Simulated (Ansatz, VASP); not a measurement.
One calculation of SiC, two programs

```
C Si
1.0
     1.54159    0.89004    5.32123
    -1.54159    0.89004    5.32123
     0.00000   -1.78007    5.32123
C Si
2 2
Direct
  0.44919 0.44919 0.44919
  0.55081 0.55081 0.55081
  0.92547 0.92547 0.92547
  0.07453 0.07453 0.07453
```

Alike in both runs: task single point; functional r2SCAN; k mesh 8 × 8 × 8; no spin polarisation.

```csv
,VASP,Ansatz
version,VASP 6.6.1,Ansatz 0.2.0
potentials or method,"VASP PAW PBE potentials, release 64 (C, Si)","plane waves, PAW"
plane-wave cutoff (eV),520,500
occupations,"gaussian, width 0.01 eV",fixed
valence electrons in the cell,16,16
```

|  | VASP | Ansatz | Ansatz less VASP |
| --- | --- | --- | --- |
| gap on the k mesh at the Fermi level (eV) | 0.70 | 0.69 | -0.011 |
| pressure (GPa) | -0.2 | 0.0 | +0.17 |
| rms of the force components (eV/Å) | 0.015 | 0.000 | -0.0147 |

VASP's potentials were made for PBE, not for r2SCAN.
